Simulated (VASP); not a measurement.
# GaSb (rocksalt type) in VASP: a series of runs

Runs on GaSb (rocksalt type). Level: PBE. Tasks: single point, relaxation of cell and atoms.

Everything below comes from runs of VASP 6.6.1. Logs are shortened: lines on timing, memory, paths and dates and some standing lists are left out, and cuts for length are marked.

## (1) The cell of the first run

Symmetry: Fm-3m, No. 225, cubic system. The conventional cell has a = 5.801 Å, b = 5.801 Å, c = 5.801 Å, α = 90.00°, β = 90.00°, γ = 90.00°. Within 3.8 Å of Ga (site symmetry m-3m) lie 6 Sb at 2.90 Å. Within 3.8 Å of Sb (site symmetry m-3m) lie 6 Ga at 2.90 Å.

## (2) Single point, PBE

File INCAR:

```
SYSTEM = GaSb
PREC = Accurate ; ENCUT = 520
EDIFF = 1E-7 ; ISMEAR = -1
SIGMA = 0.05 ; LREAL = .FALSE.
LASPH = .TRUE. ; NELM = 80
ALGO = Normal ; ISIF = 2
LWAVE = .FALSE. ; LCHARG = .FALSE.
GGA = PE ; NBANDS = 16
```

File KPOINTS:

```
Automatic mesh
0
G
  10 10 10
  0 0 0
```

File POSCAR:

```
GaSb
1.0
    0.0000000000      2.9004533006      2.9004533006
    2.9004533006      0.0000000000      2.9004533006
    2.9004533006      2.9004533006      0.0000000000
Ga Sb
1 1
Direct
    0.0000000000      0.0000000000      0.0000000000
    0.5000000000      0.5000000000      0.5000000000
```

Potentials or basis: VASP PAW PBE potentials, release 64 (Ga_d, Sb).

On the command line:

```sh
$ cat potpaw_PBE.64/Ga_d/POTCAR potpaw_PBE.64/Sb/POTCAR > POTCAR
$ mpirun -np 1 vasp_std > vasp.out
```

OUTCAR:

```text
SYSTEM = GaSb
   PREC = Accurate
   ENCUT = 520
   EDIFF = 1E-7
   ISMEAR = -1
   LREAL = .FALSE.
   LASPH = .TRUE.
   NELM = 80
   ISIF = 2
   GGA = PE

 ion  position               nearest neighbor table
   1  0.000  0.000  0.000-   2 2.90   2 2.90   2 2.90   2 2.90   2 2.90   2 2.90
   2  0.500  0.500  0.500-   1 2.90   1 2.90   1 2.90   1 2.90   1 2.90   1 2.90

  LATTYP: Found a face centered cubic cell.
 ALAT       =     5.8009066012

  Lattice vectors:

 A1 = (   0.0000000000,   2.9004533006,   2.9004533006)
 A2 = (   2.9004533006,   0.0000000000,   2.9004533006)
 A3 = (   2.9004533006,   2.9004533006,   0.0000000000)

Analysis of symmetry for initial positions (statically):
=====================================================================
 Subroutine PRICEL returns:
 Original cell was already a primitive cell.

 Routine SETGRP: Setting up the symmetry group for a
 face centered cubic supercell.

 Subroutine GETGRP returns: Found 48 space group operations
 (whereof 48 operations were pure point group operations)
 out of a pool of 48 trial point group operations.

The static configuration has the point symmetry O_h .

Analysis of symmetry for dynamics (positions and initial velocities):
=====================================================================
 Subroutine PRICEL returns:
 Original cell was already a primitive cell.

 Routine SETGRP: Setting up the symmetry group for a
 face centered cubic supercell.

 Subroutine GETGRP returns: Found 48 space group operations
 (whereof 48 operations were pure point group operations)
 out of a pool of 48 trial point group operations.

The dynamic configuration has the point symmetry O_h .

 Subroutine INISYM returns: Found 48 space group operations
 (whereof 48 operations are pure point group operations),
 and found     1 'primitive' translations

----------------------------------------------------------------------------------------

                                     Primitive cell

  volume of cell :      48.8009

  direct lattice vectors                    reciprocal lattice vectors
     0.000000000  2.900453301  2.900453301    -0.172386847  0.172386847  0.172386847
     2.900453301  0.000000000  2.900453301     0.172386847 -0.172386847  0.172386847
     2.900453301  2.900453301  0.000000000     0.172386847  0.172386847 -0.172386847

  length of vectors
     4.101860395  4.101860395  4.101860395     0.298582778  0.298582778  0.298582778

  position of ions in fractional coordinates (direct lattice)
     0.000000000  0.000000000  0.000000000
     0.500000000  0.500000000  0.500000000

  ion indices of the primitive-cell ions
   primitive index   ion index
                 1           1
                 2           2

----------------------------------------------------------------------------------------

 KPOINTS: Automatic mesh

Automatic generation of k-mesh.
 Grid dimensions read from file:
 generate k-points for:   10   10   10

 Generating k-lattice:

  Cartesian coordinates                     Fractional coordinates (reciprocal lattice)
    -0.017238685  0.017238685  0.017238685     0.100000000  0.000000000  0.000000000
     0.017238685 -0.017238685  0.017238685     0.000000000  0.100000000  0.000000000
     0.017238685  0.017238685 -0.017238685     0.000000000  0.000000000  0.100000000

  Length of vectors
     0.029858278  0.029858278  0.029858278

  Shift w.r.t. Gamma in fractional coordinates (k-lattice)
     0.000000000  0.000000000  0.000000000

 Subroutine IBZKPT returns following result:
 ===========================================

 Found     47 irreducible k-points:

 Following reciprocal coordinates:
            Coordinates               Weight
  0.000000  0.000000  0.000000      1.000000
  0.100000  0.000000  0.000000      8.000000
  0.200000  0.000000  0.000000      8.000000
  0.300000  0.000000  0.000000      8.000000
  0.400000  0.000000  0.000000      8.000000
  0.500000  0.000000  0.000000      4.000000
[... 16 lines left out ...]
  0.300000  0.300000  0.000000      6.000000
  0.400000  0.300000  0.000000     24.000000
 [... further k-points ...]
   k-points           NKPTS =     47   k-points in BZ     NKDIM =     47   number of bands    NBANDS=     16
   number of dos      NEDOS =    301   number of ions     NIONS =      2
   total plane-waves  NPLWV =  32768
   dimension x,y,z NGX =    32 NGY =   32 NGZ =   32
   dimension x,y,z NGXF=    64 NGYF=   64 NGZF=   64
   ions per type =               1   1
   NGX,Y,Z   is equivalent  to a cutoff of  12.97, 12.97, 12.97 a.u.
   NGXF,Y,Z  is equivalent  to a cutoff of  25.94, 25.94, 25.94 a.u.
 SYSTEM =  GaSb
   PREC   = accura    normal or accurate (medium, high low for compatibility)
   ISTART =      0    job   : 0-new  1-cont  2-samecut
   ICHARG =      2    charge: 1-file 2-atom 10-const
   ISPIN  =      1    spin polarized calculation?
   LNONCOLLINEAR =      F non collinear calculations
   LSORBIT =      F    spin-orbit coupling
   LASPH  =      T    aspherical Exc in radial PAW
   ENCUT  =  520.0 eV  38.22 Ry    6.18 a.u.   7.63  7.63  7.63*2*pi/ulx,y,z
   NELM   =     80;   NELMIN=  2; NELMDL= -5     # of ELM steps
   EDIFF  = 0.1E-06   stopping-criterion for ELM
   LREAL  =      F    real-space projection
   EDIFFG = 0.1E-05   stopping-criterion for IOM
   NSW    =      0    number of steps for IOM
   IBRION =     -1    ionic relax: 0-MD 1-quasi-New 2-CG
   NFREE  =      0    steps in history (QN), initial steepest desc. (CG)
   ISIF   =      2    stress and relaxation
   ISYM   =      2    0-nonsym 1-usesym 2-fastsym
   POTIM  = 0.5000    time-step for ionic-motion
   TEBEG  =    0.0;   TEEND  =   0.0 temperature during run
   PSTRESS=    0.0 pullay stress
   NELECT =      18.0000    total number of electrons
   NUPDOWN=      -1.0000    fix difference up-down
   EMIN   =  10.00;   EMAX   =-10.00  energy-range for DOS
   EFERMI =   0.00;   METHOD = LEGACY
   ISMEAR =    -1;   SIGMA  =   0.05  broadening in eV -4-tet -1-fermi 0-gaus
   EFERMI_NEDOS =   21; number of points for ismear=-14 and -15
   IALGO  =     38    algorithm
   IMIX   =      4    mixing-type and parameters
     AMIX     =   0.40;   BMIX     =  1.00
     AMIX_MAG =   1.60;   BMIX_MAG =  1.00
  volume/ion in A,a.u.               =      24.40       164.66
  Fermi-wavevector in a.u.,A,eV,Ry     =   1.174059  2.218649 18.754457  1.378414
  Thomas-Fermi vector in A             =   2.310462
   LORBIT       =      0    0 simple, 1 ext, 2 COOP (PROOUT), +10 PAW based schemes
   GGA     = PE    functional components
   LHFCALC =     F    Hartree Fock is set to
   AEXX    =    0.0000 exact exchange contribution
   IVDW    =     0    specifies the selected vdW correction
   LEPSILON=     F    determine dielectric tensor
   LRPA    =     F    only Hartree local field effects (RPA)
 non-spin polarized calculation
  energy-cutoff  :      520.00
  volume of cell :       48.80
 maximum number of plane-waves:      1363
   NGX = 15   NGY = 15   NGZ = 15

 number of electron      17.9999988 magnetization

 Free energy of the ion-electron system (eV)
  ---------------------------------------------------
  ext. energy  EPLUGINS =         0.00000000
  ---------------------------------------------------
  free energy    TOTEN  =        -6.95326571 eV

  energy without entropy =       -6.94171139  energy(sigma->0) =       -6.94748855

 E-fermi :   6.2382     XC(G=0): -10.1473

 val. band max:        6.2005244113   @ k =   0.3000   0.1000   0.0000
 cond. band min:       6.2757100343   @ k =   0.3000   0.2000   0.0000
 fundamental gap:      0.0751856230
 Fermi energy:         6.2382404056

 k-point     1 :       0.0000    0.0000    0.0000
  band No.  band energies     occupation
      1      -8.5310      2.00000
      2      -8.5310      2.00000
      3      -8.5107      2.00000
      4      -8.5107      2.00000
      5      -8.5107      2.00000
      6      -5.4601      2.00000
[... 8 lines left out ...]
     15      12.5856      0.00000
     16      12.5856      0.00000

 k-point     2 :       0.1000    0.0000    0.0000
  band No.  band energies     occupation
      1      -8.5325      2.00000
      2      -8.5325      2.00000
      3      -8.5108      2.00000
      4      -8.5096      2.00000
      5      -8.5096      2.00000
      6      -5.3358      2.00000
[... 8 lines left out ...]
     15      12.8526      0.00000
     16      12.8526      0.00000

 k-point     3 :       0.2000    0.0000    0.0000
  band No.  band energies     occupation
      1      -8.5369      2.00000
      2      -8.5369      2.00000
      3      -8.5112      2.00000
      4      -8.5063      2.00000
      5      -8.5063      2.00000
      6      -4.9668      2.00000
[... 8 lines left out ...]
     15      13.5923      0.00000
     16      13.5923      0.00000

 k-point     4 :       0.3000    0.0000    0.0000
  band No.  band energies     occupation
      1      -8.5426      2.00000
      2      -8.5426      2.00000
      3      -8.5120      2.00000
      4      -8.5019      2.00000
      5      -8.5019      2.00000
      6      -4.3726      2.00000
[... 8 lines left out ...]
     15      14.7412      0.00000
     16      14.7412      0.00000
[... 324 lines left out ...]
 k-point    22 :      -0.2000    0.2000    0.0000
  band No.  band energies     occupation
      1      -8.5458      2.00000
      2      -8.5446      2.00000
      3      -8.5098      2.00000
      4      -8.5025      2.00000
      5      -8.5019      2.00000
      6      -4.1706      2.00000
[... 8 lines left out ...]
     15      13.8870      0.00000
     16      17.0042      0.00000

 k-point    23 :       0.3000    0.3000    0.0000
  band No.  band energies     occupation
      1      -8.5755      2.00000
      2      -8.5247      2.00000
      3      -8.5176      2.00000
      4      -8.4966      2.00000
      5      -8.4966      2.00000
      6      -4.0026      2.00000
[... 8 lines left out ...]
     15      16.5408      0.00000
     16      17.2390      0.00000

 k-point    24 :       0.4000    0.3000    0.0000
  band No.  band energies     occupation
      1      -8.5846      2.00000
      2      -8.5258      2.00000
      3      -8.5179      2.00000
      4      -8.4942      2.00000
      5      -8.4932      2.00000
      6      -3.4591      2.00000
[... 8 lines left out ...]
     15      17.7930      0.00000
     16      18.4927      0.00000

 [... further k-points ...]
[... 5 lines left out ...]
  --------------------------------------------------------------------------------------
  -------------------------------------------------------------------------------------
  Total        0.0071038      0.0071038      0.0071038      0.0000000     -0.0000000      0.0000000
  in kB        0.2332244      0.2332244      0.2332244      0.0000000     -0.0000000      0.0000000
  external PRESSURE =       0.2332244 kB  Pullay stress =       0.0000000 kB

 VOLUME and BASIS-vectors are now :
 -----------------------------------------------------------------------------
  energy-cutoff  :      520.00
  volume of cell :       48.80
      direct lattice vectors                 reciprocal lattice vectors
     0.000000000  2.900453301  2.900453301    -0.172386847  0.172386847  0.172386847
     2.900453301  0.000000000  2.900453301     0.172386847 -0.172386847  0.172386847
     2.900453301  2.900453301  0.000000000     0.172386847  0.172386847 -0.172386847

 POSITION                                       TOTAL-FORCE (eV/Angst)
 -----------------------------------------------------------------------------------
      0.00000      0.00000      0.00000         0.000000      0.000000      0.000000
      2.90045      2.90045      2.90045        -0.000000      0.000000     -0.000000
 -----------------------------------------------------------------------------------
    total drift:                                0.000000     -0.000000     -0.000000

  FREE ENERGIE OF THE ION-ELECTRON SYSTEM (eV)
  ---------------------------------------------------
  free  energy   TOTEN  =        -6.9532657055 eV

  energy  without entropy=       -6.9417113855  energy(sigma->0) =       -6.94748855
```

Run time: 17 s. Hardware: 1 thread of Intel Xeon Platinum 8559C (Emerald Rapids), shared host; peak memory 0.19 GiB.

Results:

```
Free energy            : -6.9533 eV
Pressure               : 0.0 GPa
Band gap on the k mesh : zero (band 9 reaches 7.04 eV, above the bottom of band 10 at 3.96 eV)
```

Caveat: spin-orbit coupling is left out, which moves the levels of the heavy elements.

## (3) Single point, PBE (atom 2 (Sb) moved by [0.08, 0.0, 0.0] A)

File INCAR:

```
PREC = Accurate
ENCUT = 520
EDIFF = 1E-7
ISMEAR = -1
SIGMA = 0.05
LREAL = F
LASPH = T
NELM = 100
ALGO = Normal
ISIF = 2
LWAVE = F
LCHARG = F
GGA = PE
NBANDS = 16
```

File KPOINTS:

```
regular mesh
0
Gamma
  10 10 10
```

POSCAR, as its differences from that of step 2:

```diff
@@ -9,2 +9,2 @@
     0.0000000000      0.0000000000      0.0000000000
-    0.5000000000      0.5000000000      0.5000000000
+    0.4862090522      0.5137909478      0.5137909478
```

Potentials or basis: VASP PAW PBE potentials, release 64 (Ga_d, Sb).

On the command line:

```sh
$ cat potpaw_PBE.64/Ga_d/POTCAR potpaw_PBE.64/Sb/POTCAR > POTCAR
$ mpirun -np 1 vasp_std > vasp.out
```

Run time: 28 s. Hardware: 1 thread of Intel Xeon Platinum 8559C (Emerald Rapids), shared host; peak memory 0.23 GiB.

Results (log left out):

* Free energy: -6.9469 eV
* Pressure: 0.1 GPa
* Largest force: 0.162 eV/Å
* Band gap on the k mesh: zero (band 9 reaches 7.04 eV, above the bottom of band 10 at 3.96 eV)

Forces in eV/Å, atoms in the order of the input:
```
Ga   0.162  0.000  0.000
Sb  -0.162  0.000  0.000
```

Stress tensor (GPa, compression positive):
```
 0.51  0.00  0.00
 0.00 -0.05  0.00
 0.00  0.00 -0.05
```

Levels at points of the mesh, in eV from the Fermi level:
| k point | band 7 | band 8 | band 9 | band 10 | band 11 | band 12 |
| --- | --- | --- | --- | --- | --- | --- |
| (0.00, 0.00, 0.00) | -0.24 | 0.19 | 0.20 | 0.20 | 5.98 | 5.98 |
| (0.50, 0.00, 0.00) | -7.24 | 0.47 | 0.51 | 2.24 | 2.28 | 2.68 |
| (0.50, 0.50, 0.00) | -4.94 | -3.92 | -2.27 | -2.27 | 3.09 | 8.83 |
| (0.00, 0.50, 0.50) | -5.02 | -3.84 | -2.28 | -2.28 | 3.11 | 8.82 |

Caveat: the cell differs from its parent crystal (atom 2 (Sb) moved by [0.08, 0.0, 0.0] A); spin-orbit coupling is left out, which moves the levels of the heavy elements.

(Continued in part 2 of 2.)
